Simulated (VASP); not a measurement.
# La3N (Im-3m) in VASP: a series of runs

The runs below take La3N through relaxation of cell and atoms, single point, with PBE.

Everything below comes from runs of VASP 6.6.1. Logs are shortened: lines on timing, memory, paths and dates and some standing lists are left out, and cuts for length are marked.

## Step 1: The cell of the first run

Symmetry: Im-3m, No. 229, cubic system. Conventional cell: a = 6.121 Å, b = 6.121 Å, c = 6.121 Å, α = 90.00°, β = 90.00°, γ = 90.00°. Within 4.0 Å of La (site symmetry 4/mmm) lie 4 La at 3.06 Å and 2 N at 3.06 Å. Within 4.0 Å of N (site symmetry m-3m) lie 6 La at 3.06 Å.

The cell was built from a structure type or drawn by symmetry, and may not be a known phase.

## Step 2: Relaxation of cell and atoms, PBE

INCAR reads:

```
  PREC = Accurate
  ENCUT = 600
  EDIFF = 1E-6
  ISMEAR = 0
  SIGMA = 0.1
  LREAL = F
  LASPH = T
  NELM = 60
  ALGO = Normal
  ISIF = 3
  LWAVE = F
  LCHARG = F
  GGA = PE
  IBRION = 2
  NSW = 90
  EDIFFG = -0.04
```

KPOINTS reads:

```
Automatic mesh
0
Gamma
  4 4 4
```

POSCAR reads:

```
La3N
1.0
   -3.0604313600      3.0604313600      3.0604313600
    3.0604313600     -3.0604313600      3.0604313600
    3.0604313600      3.0604313600     -3.0604313600
La N
3 1
Direct
    0.0000000000      0.5000000000      0.5000000000
    0.5000000000      0.0000000000      0.5000000000
    0.5000000000      0.5000000000      0.0000000000
    0.0000000000      0.0000000000      0.0000000000
```

Potentials or basis: VASP PAW PBE potentials, release 64 (La, N).

Started as:

```sh
$ cat potpaw_PBE.64/La/POTCAR potpaw_PBE.64/N/POTCAR > POTCAR
$ mpirun -np 1 vasp_std > vasp.out
```

OUTCAR:

```text
PREC = Accurate
   ENCUT = 600
   EDIFF = 1E-6
   ISMEAR = 0
   LREAL = F
   LASPH = T
   NELM = 60
   ISIF = 3
   GGA = PE
   IBRION = 2
   NSW = 90
   EDIFFG = -0.04

 ion  position               nearest neighbor table
   1  0.000  0.500  0.500-   2 3.06   3 3.06   3 3.06   2 3.06
   2  0.500  0.000  0.500-   1 3.06   3 3.06   3 3.06   1 3.06
   3  0.500  0.500  0.000-   1 3.06   2 3.06   2 3.06   1 3.06
   4  0.000  0.000  0.000-

  LATTYP: Found a body centered cubic cell.
 ALAT       =     6.1208627200

  Lattice vectors:

 A1 = (  -3.0604313600,   3.0604313600,   3.0604313600)
 A2 = (   3.0604313600,  -3.0604313600,   3.0604313600)
 A3 = (   3.0604313600,   3.0604313600,  -3.0604313600)

Analysis of symmetry for initial positions (statically):
=====================================================================
 Subroutine PRICEL returns:
 Original cell was already a primitive cell.

 Routine SETGRP: Setting up the symmetry group for a
 body centered cubic supercell.

 Subroutine GETGRP returns: Found 48 space group operations
 (whereof 48 operations were pure point group operations)
 out of a pool of 48 trial point group operations.

The static configuration has the point symmetry O_h .

Analysis of symmetry for dynamics (positions and initial velocities):
=====================================================================
 Subroutine PRICEL returns:
 Original cell was already a primitive cell.

 Routine SETGRP: Setting up the symmetry group for a
 body centered cubic supercell.

 Subroutine GETGRP returns: Found 48 space group operations
 (whereof 48 operations were pure point group operations)
 out of a pool of 48 trial point group operations.

The dynamic configuration has the point symmetry O_h .

 Subroutine INISYM returns: Found 48 space group operations
 (whereof 48 operations are pure point group operations),
 and found     1 'primitive' translations

----------------------------------------------------------------------------------------

                                     Primitive cell

  volume of cell :     114.6589

  direct lattice vectors                    reciprocal lattice vectors
    -3.060431360  3.060431360  3.060431360     0.000000000  0.163375662  0.163375662
     3.060431360 -3.060431360  3.060431360     0.163375662  0.000000000  0.163375662
     3.060431360  3.060431360 -3.060431360     0.163375662  0.163375662  0.000000000

  length of vectors
     5.300822609  5.300822609  5.300822609     0.231048077  0.231048077  0.231048077
[... 51 lines left out ...]
   number of dos      NEDOS =    301   number of ions     NIONS =      4
   total plane-waves  NPLWV =  74088
   dimension x,y,z NGX =    42 NGY =   42 NGZ =   42
   dimension x,y,z NGXF=    84 NGYF=   84 NGZF=   84
   ions per type =               3   1
   NGX,Y,Z   is equivalent  to a cutoff of  13.17, 13.17, 13.17 a.u.
   NGXF,Y,Z  is equivalent  to a cutoff of  26.34, 26.34, 26.34 a.u.
 SYSTEM =  unknown system
   PREC   = accura    normal or accurate (medium, high low for compatibility)
   ISTART =      0    job   : 0-new  1-cont  2-samecut
   ICHARG =      2    charge: 1-file 2-atom 10-const
   ISPIN  =      1    spin polarized calculation?
   LNONCOLLINEAR =      F non collinear calculations
   LSORBIT =      F    spin-orbit coupling
   LASPH  =      T    aspherical Exc in radial PAW
   ENCUT  =  600.0 eV  44.10 Ry    6.64 a.u.  10.59 10.59 10.59*2*pi/ulx,y,z
   NELM   =     60;   NELMIN=  2; NELMDL= -5     # of ELM steps
   EDIFF  = 0.1E-05   stopping-criterion for ELM
   LREAL  =      F    real-space projection
   EDIFFG = -.4E-01   stopping-criterion for IOM
   NSW    =     90    number of steps for IOM
   IBRION =      2    ionic relax: 0-MD 1-quasi-New 2-CG
   NFREE  =      1    steps in history (QN), initial steepest desc. (CG)
   ISIF   =      3    stress and relaxation
   ISYM   =      2    0-nonsym 1-usesym 2-fastsym
   POTIM  = 0.5000    time-step for ionic-motion
   TEBEG  =    0.0;   TEEND  =   0.0 temperature during run
   PSTRESS=    0.0 pullay stress
   NELECT =      38.0000    total number of electrons
   NUPDOWN=      -1.0000    fix difference up-down
   EMIN   =  10.00;   EMAX   =-10.00  energy-range for DOS
   EFERMI =   0.00;   METHOD = LEGACY
   ISMEAR =     0;   SIGMA  =   0.10  broadening in eV -4-tet -1-fermi 0-gaus
   EFERMI_NEDOS =   21; number of points for ismear=-14 and -15
   IALGO  =     38    algorithm
   IMIX   =      4    mixing-type and parameters
     AMIX     =   0.40;   BMIX     =  1.00
     AMIX_MAG =   1.60;   BMIX_MAG =  1.00
  volume/ion in A,a.u.               =      28.66       193.44
  Fermi-wavevector in a.u.,A,eV,Ry     =   1.132922  2.140912 17.463248  1.283513
  Thomas-Fermi vector in A             =   2.269624
   LORBIT       =      0    0 simple, 1 ext, 2 COOP (PROOUT), +10 PAW based schemes
   GGA     = PE    functional components
   LHFCALC =     F    Hartree Fock is set to
   AEXX    =    0.0000 exact exchange contribution
   IVDW    =     0    specifies the selected vdW correction
   LEPSILON=     F    determine dielectric tensor
   LRPA    =     F    only Hartree local field effects (RPA)
 conjugate gradient relaxation of ions
 non-spin polarized calculation
 Gauss-broadening in eV      SIGMA  =   0.10
  energy-cutoff  :      600.00
  volume of cell :      114.66
 maximum number of plane-waves:      3884
   NGX = 21   NGY = 21   NGZ = 21

--------------------------------------- Ionic step        1  -------------------------------------------

 number of electron      37.9999994 magnetization

 Free energy of the ion-electron system (eV)
  ---------------------------------------------------
  ext. energy  EPLUGINS =         0.00000000
  ---------------------------------------------------
  free energy    TOTEN  =       -20.09125142 eV

  energy without entropy =      -20.04339396  energy(sigma->0) =      -20.06732269

 E-fermi :   7.5810     XC(G=0):  -9.7637

 val. band max:        7.5692383653   @ k =   0.5000   0.0000   0.0000
 cond. band min:       7.6236682807   @ k =   0.2500   0.2500   0.0000
 fundamental gap:      0.0544299154
 Fermi energy:         7.5809579276

 k-point     1 :       0.0000    0.0000    0.0000
  band No.  band energies     occupation
      1     -25.5892      2.00000
      2     -24.7886      2.00000
      3     -24.7886      2.00000
      4     -10.5341      2.00000
      5     -10.5341      2.00000
      6     -10.5341      2.00000
[... 272 lines left out ...]
--------------------------------------- Ionic step        3  -------------------------------------------

 number of electron      37.9999999 magnetization

 Free energy of the ion-electron system (eV)
  ---------------------------------------------------
  ext. energy  EPLUGINS =         0.00000000
  ---------------------------------------------------
  free energy    TOTEN  =       -20.46849856 eV

  energy without entropy =      -20.42963642  energy(sigma->0) =      -20.44906749

 E-fermi :   9.0752     XC(G=0): -10.4281

 val. band max:        9.0529659179   @ k =   0.2500   0.2500   0.2500
 cond. band min:       9.1056191919   @ k =   0.5000   0.5000   0.2500
 fundamental gap:      0.0526532740
 Fermi energy:         9.0752289423

 k-point     1 :       0.0000    0.0000    0.0000
  band No.  band energies     occupation
      1     -24.0834      2.00000
      2     -22.8159      2.00000
      3     -22.8159      2.00000
      4      -9.3521      2.00000
      5      -9.3521      2.00000
      6      -9.3521      2.00000
[... 228 lines left out ...]
  FREE ENERGIE OF THE ION-ELECTRON SYSTEM (eV)
  ---------------------------------------------------
  free  energy   TOTEN  =       -20.4684985645 eV

  energy  without entropy=      -20.4296364219  energy(sigma->0) =      -20.44906749

 reached required accuracy - stopping structural energy minimisation
```

OSZICAR:

```text
N       E                     dE             d eps       ncg     rms          rms(c)
DAV:   1     0.461769458018E+03    0.46177E+03   -0.14936E+04   368   0.258E+03
DAV:   2     0.779792457660E+02   -0.38379E+03   -0.37957E+03   568   0.431E+02
DAV:   3    -0.647482708354E+01   -0.84454E+02   -0.83934E+02   636   0.265E+02
[... 31 lines left out ...]
DAV:   5    -0.204685270293E+02    0.84432E-04   -0.41942E-04   612   0.206E-01    0.281E-02
DAV:   6    -0.204685050401E+02    0.21989E-04   -0.13313E-04   721   0.842E-02    0.175E-02
DAV:   7    -0.204685009033E+02    0.41368E-05   -0.31552E-05   689   0.532E-02    0.613E-03
DAV:   8    -0.204684991352E+02    0.17680E-05   -0.15630E-06   338   0.166E-02    0.180E-03
DAV:   9    -0.204684985645E+02    0.57070E-06   -0.46971E-07   296   0.150E-02
   3 F= -.20468499E+02 E0= -.20449067E+02  d E =-.377247E+00
```

It took 71 s on 1 thread of AMD EPYC 9R45 (Zen 5), shared host; peak memory 0.25 GiB.

Results:

- Free energy: -20.4685 eV
- Relaxed volume: 24.61 Å³/atom
- Relaxed cell: a = 5.038 Å, b = 5.038 Å, c = 5.038 Å, α = 109.47°, β = 109.47°, γ = 109.47°
- Space group after relaxing (to 0.1 Å): Im-3m (No. 229)
- Energy gained by relaxing: 94.3 meV/atom
- Ionic steps: 3
- Pressure after relaxing: 0.0 GPa
- Band gap on the k mesh: zero (bands 19 and 20 overlap by 1.65 eV)

The path:
```
step  energy change (eV)  largest force (eV/Å)  pressure (GPa)  volume (Å³)
   1              0.0000                0.0000           -6.15       114.66
   2             -0.3746                0.0000            0.77        97.36
   3             -0.3772                0.0000           -0.01        98.46
```

Final structure:
```
CELL_PARAMETERS angstrom
-2.90890 2.90890 2.90890
2.90890 -2.90890 2.90890
2.90890 2.90890 -2.90890
ATOMIC_POSITIONS crystal
La 0.00000 0.50000 0.50000
La 0.50000 0.00000 0.50000
La 0.50000 0.50000 0.00000
N 0.00000 0.00000 0.00000
```

Caveat: the k points lie up to 0.38 Å⁻¹ apart in the final cell, too coarse for converged energies and pressures of a metal; spin-orbit coupling is left out, which moves the levels of the heavy elements.

## Step 3: Single point, PBE

This run uses another cell than the first one, of 24.88 Å³/atom.

INCAR reads:

```
SYSTEM = La3N
ALGO = Normal
EDIFF = 1E-6
ENCUT = 520
GGA = PE
ISIF = 2
ISMEAR = 0
LASPH = .TRUE.
LCHARG = .FALSE.
LREAL = .FALSE.
LWAVE = .FALSE.
NBANDS = 27
NELM = 80
PREC = Accurate
SIGMA = 0.1
```

KPOINTS reads:

```
k-points
0
G
  12 12 12
  0 0 0
```

POSCAR reads:

```
La3N
1.0
   -2.9193702463      2.9193702463      2.9193702463
    2.9193702463     -2.9193702463      2.9193702463
    2.9193702463      2.9193702463     -2.9193702463
La N
3 1
Direct
    0.0000000000      0.5000000000      0.5000000000
    0.5000000000      0.0000000000      0.5000000000
    0.5000000000      0.5000000000      0.0000000000
    0.0000000000      0.0000000000      0.0000000000
```

Potentials or basis: VASP PAW PBE potentials, release 64 (La, N).

Started as:

```sh
$ cat potpaw_PBE.64/La/POTCAR potpaw_PBE.64/N/POTCAR > POTCAR
$ mpirun -np 1 vasp_std > vasp.out
```

It took 2.8 min on 1 thread of AMD EPYC 9R45 (Zen 5), shared host; peak memory 0.34 GiB.

Results (log left out):

```
Free energy            : -20.4468 eV
Pressure               : 0.0 GPa
Band gap on the k mesh : zero (bands 19 and 20 overlap by 1.64 eV)
```

Levels at points of the mesh, in eV from the Fermi level:
```
           k point  band 17  band 18  band 19  band 20  band 21  band 22
(0.00, 0.00, 0.00)    -0.83    -0.83    -0.80    -0.78    -0.78    -0.78
(0.50, 0.00, 0.00)    -0.44    -0.07     0.11     0.17     0.45     1.17
(0.50, 0.50, 0.50)    -0.80    -0.79    -0.79    -0.79     0.29     0.29
```

Caveat: spin-orbit coupling is left out, which moves the levels of the heavy elements.

## Step 4: Relaxation of cell and atoms, PBE

This run uses another cell than the first one, of 24.67 Å³/atom.

INCAR reads:

```
SYSTEM = La3N
  PREC = Accurate
  ENCUT = 600
  EDIFF = 1E-6
  ISMEAR = 0
  SIGMA = 0.1
  LREAL = .FALSE.
  LASPH = .TRUE.
  NELM = 60
  ALGO = Normal
  ISIF = 3
  LWAVE = .FALSE.
  LCHARG = .FALSE.
  GGA = PE
  IBRION = 2
  NSW = 100
  EDIFFG = -0.01
```

KPOINTS reads:

```
Automatic mesh
0
G
  12 12 12
  0 0 0
```

POSCAR reads:

```
La3N
1.0
   -2.9112353312      2.9112353312      2.9112353312
    2.9112353312     -2.9112353312      2.9112353312
    2.9112353312      2.9112353312     -2.9112353312
La N
3 1
Direct
    0.0000000000      0.5000000000      0.5000000000
    0.5000000000      0.0000000000      0.5000000000
    0.5000000000      0.5000000000      0.0000000000
    0.0000000000      0.0000000000      0.0000000000
```

Started as:

```sh
$ cat potpaw_PBE.64/La/POTCAR potpaw_PBE.64/N/POTCAR > POTCAR
$ mpirun -np 1 vasp_std > vasp.out
```

Wall time 4.2 min (1 thread of AMD EPYC 9R45 (Zen 5), shared host); peak memory 0.36 GiB.

It converged, with:

```
Free energy                           : -20.4495 eV
Relaxed volume                        : 24.85 Å³/atom
Relaxed cell                          : a = 5.055 Å, b = 5.055 Å, c = 5.055 Å, α = 109.47°, β = 109.47°, γ = 109.47°
Space group after relaxing (to 0.1 Å) : Im-3m (No. 229)
Energy gained by relaxing             : 0.2 meV/atom
Ionic steps                           : 2
Pressure after relaxing               : 0.0 GPa
Band gap on the k mesh                : zero (bands 19 and 20 overlap by 1.64 eV)
```

Step by step:
```
step  energy change (eV)  largest force (eV/Å)  pressure (GPa)  volume (Å³)
   1              0.0000                0.0000            0.33        98.69
   2             -0.0007                0.0000           -0.02        99.41
```

Final structure:
```yaml
crystal:
  lattice:
    - [-2.91827, 2.91827, 2.91827]
    - [2.91827, -2.91827, 2.91827]
    - [2.91827, 2.91827, -2.91827]
  atoms:
    - { symbol: La, position: [0.00000, 0.50000, 0.50000] }
    - { symbol: La, position: [0.50000, 0.00000, 0.50000] }
    - { symbol: La, position: [0.50000, 0.50000, 0.00000] }
    - { symbol: N, position: [0.00000, 0.00000, 0.00000] }
```

Levels at points of the mesh, in eV from the Fermi level:
```tsv
k point	band 17	band 18	band 19	band 20	band 21	band 22
(0.00, 0.00, 0.00)	-0.83	-0.83	-0.79	-0.78	-0.78	-0.78
(0.50, 0.00, 0.00)	-0.44	-0.07	0.11	0.16	0.45	1.17
(0.50, 0.50, 0.50)	-0.80	-0.79	-0.79	-0.79	0.29	0.29
```

Caveat: spin-orbit coupling is left out, which moves the levels of the heavy elements.

## Step 5: Summary

| task | cell | k mesh | cutoff (eV) | gap on the mesh (eV) | pressure (GPa) | relaxed volume (Å³/atom) |
| --- | --- | --- | --- | --- | --- | --- |
| relaxation of cell and atoms | relaxed from a = 5.301 Å, angles 109.5°, 4 atoms | 4 × 4 × 4 | 600 | none | 0.0 | 24.61 |
| single point | a = 5.056 Å, angles 109.5°, 4 atoms | 12 × 12 × 12 | 520 | none | 0.0 | - |
| relaxation of cell and atoms | relaxed from a = 5.042 Å, angles 109.5°, 4 atoms | 12 × 12 × 12 | 600 | none | 0.0 | 24.85 |

Alike in all rows: level PBE; potentials or basis VASP PAW PBE potentials, release 64 (La, N); no spin polarisation; smearing gaussian 0.1 eV.

Caveats: some runs use coarse meshes; spin-orbit coupling is left out, which moves the levels of the heavy elements.

Absolute energies hang on the potentials; compare differences alone.
